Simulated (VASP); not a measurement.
**WC (Qusongite): single point with PBE**

WC (Qusongite):

```
W C
1.0
     2.90650    0.00000    0.00000
    -1.45325    2.51710    0.00000
     0.00000    0.00000    2.83660
W C
1 1
Direct
  0.00000 0.00000 0.00000
  0.67527 0.33333 0.50000
```

```
Program                : VASP 6.6.1
Task                   : single point
Functional             : PBE
Potentials or basis    : VASP PAW PBE potentials, release 64 (W_sv, C)
Cutoff                 : 520 eV
k mesh                 : 12 × 12 × 11
Occupations            : gaussian, width 0.1 eV
Spin                   : no spin polarisation
Dipole correction      : no
Further INCAR settings : ALGO = Normal; EDIFF = 1e-06; NBANDS = 16
```

```
Pressure               : 6.9 GPa
Largest force          : 0.405 eV/Å
Band gap on the k mesh : zero (band 9 reaches 11.70 eV, above the bottom of band 10 at 10.52 eV)
```

Forces in eV/Å, atoms in the order of the input:
```
W    0.405 -0.008  0.000
C   -0.405  0.008  0.000
```

Stress tensor (GPa, compression positive):
```
 6.86 -0.94  0.00
-0.94  6.88  0.00
 0.00  0.00  6.90
```

Levels at points of the mesh, in eV from the Fermi level:
```tsv
k point	band 7	band 8	band 9	band 10	band 11	band 12
(0.00, 0.00, 0.00)	-3.36	-3.30	0.08	3.20	3.26	5.46
(0.50, 0.00, 0.00)	-3.58	-3.55	-0.49	2.32	4.56	4.92
(0.00, 0.50, 0.00)	-3.62	-3.58	-0.46	2.34	4.53	4.89
(0.50, 0.50, 0.00)	-3.69	-3.57	-0.44	2.36	4.50	4.86
```

It took 2.2 min on 1 thread of Intel(R) Xeon(R) Platinum 8259CL CPU @ 2.50GHz (Skylake/Cascade Lake), with other jobs on the host, peak memory 0.26 GiB.

Caveat: spin-orbit coupling is left out, which moves the levels of the heavy elements.
